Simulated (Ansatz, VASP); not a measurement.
**Two plane-wave programs on Ca**

```
Ca
1.0
    -3.38449    3.38449    1.84440
     3.38449   -3.38449    1.84440
     3.38449    3.38449   -1.84440
Ca
2
Direct
  0.50000 0.50000 0.00000
  0.25000 0.75000 0.50000
```

Alike in both runs: functional PBE; k mesh 6 × 6 × 6; occupations gaussian, width 0.1 eV; no spin polarisation.

Ansatz relaxed the structure, and its values are those at the end. VASP's run is a single point on that final structure, the one shown.

|  | VASP | Ansatz |
| --- | --- | --- |
| version | VASP 6.6.1 | Ansatz 0.2.0 |
| potentials or method | VASP PAW PBE potentials, release 64 (Ca_sv), cutoff 520 eV | scalar-relativistic, plane waves, PAW |
| valence electrons in the cell | 20 | 20 |

|  | VASP | Ansatz | Ansatz less VASP |
| --- | --- | --- | --- |
| gap on the k mesh at the Fermi level (eV) | none | none | - |
| pressure (GPa) | 0.1 | 0.1 | -0.01 |

A gap of «none» marks a metal or a gap that the smearing closes. With one functional, cell and mesh, what is left measures potentials, basis and numerics.
